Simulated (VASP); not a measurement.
Wanted: the native input for a VASP 6.6.1 run.

| Property | Result |
| --- | --- |
| Task | single point |
| Functional | LDA |
| Potentials or basis | VASP PAW LDA potentials, release 64 (Si, Al) |
| Cutoff | 520 eV |
| k mesh | 2 × 2 × 2 |
| Occupations | gaussian, width 0.05 eV |
| Spin | collinear spin, zero start |
| Starting moments | [0.0, 0.0, 0.0, 0.0, 0.0, 0.0, 0.0, 0.0, 0.0, 0.0, 0.0, 0.0, 0.0, 0.0, 0.0, 0.0, 0.0] μB |
| Dipole correction | no |
| Further INCAR settings | LREAL = Auto; ALGO = Normal; EDIFF = 1e-06; NBANDS = 52 |

The structure of AlSi16 (a cell with a defect) lies in POSCAR:

```
AlSi16
1.0
    0.0000000000      5.4300000000      5.4300000000
    5.4300000000      0.0000000000      5.4300000000
    5.4300000000      5.4300000000      0.0000000000
Si Al
16 1
Direct
   -0.0457487109      0.0146641805      0.0154943831
    0.1210436464      0.1124482505      0.1129173112
    0.0040858195     -0.0212300184      0.5085570902
    0.1210388582      0.1124861878      0.6535062615
    0.0040513812      0.5080620626     -0.0207281768
    0.1210302026      0.6530473297      0.1129554328
    0.0040346225      0.5080430939      0.5085677716
    0.1659872928      0.6108383057      0.6115401473
    0.4947992634     -0.0009830571     -0.0015500921
    0.5804485267      0.1402953039      0.1398017495
    0.4948057090     -0.0009817680      0.5080845304
    0.6322606814      0.1170873849      0.6255061694
    0.4948778085      0.5085441068     -0.0015308471
    0.6322747698      0.6260528545      0.1165454880
    0.5378518416      0.4878593923      0.4873150092
    0.6322591160      0.6260510129      0.6254863720
    1.1194726519      0.2928006446      0.2937976980
```

The input as run:

INCAR

```
ALGO     = Normal         # electronic algorithm
EDIFF    = 1E-6           # SCF threshold, eV
ENCUT    = 520            # plane-wave cutoff, eV
ISIF     = 2              # what is computed and relaxed
ISMEAR   = 0              # smearing method
ISPIN    = 2              # spin polarisation
LASPH    = T              # aspherical terms in the spheres
LCHARG   = F              # write CHGCAR
LORBIT   = 11             # projections on sites
LREAL    = Auto         
LWAVE    = F              # write WAVECAR
MAGMOM   = 0 0 0 0 0 0 0 0 0 0 0 0 0 0 0 0 0 # initial moments
NBANDS   = 52             # bands
NELM     = 150            # most SCF steps
PREC     = Accurate       # precision mode
SIGMA    = 0.05           # smearing width, eV
```

KPOINTS

```
k-points
0
Gamma
  2 2 2
```

Potentials or basis: VASP PAW LDA potentials, release 64 (Si, Al).

The run is started by

```bash
$ cat potpaw_LDA.64/Si/POTCAR potpaw_LDA.64/Al/POTCAR > POTCAR
$ mpirun -np 1 vasp_std > vasp.out
```

Results of the run:

```json
{
  "Pressure": "1.9 GPa",
  "Largest force": "0.948 eV/Å",
  "Net moment": "0.00 μB per cell",
  "Valence electrons inside the program's atomic spheres": "Si 1.73, 1.70, 1.69, 1.71, 1.72 (each value once); Al 0.88"
}
```

Caveat: the k points lie up to 0.50 Å⁻¹ apart; no moment was typed at the start, so none could form.

It took 5.1 min on 1 thread of AMD EPYC 9R45 96-Core Processor (Zen 5), with other jobs on the host, peak memory 0.45 GiB.
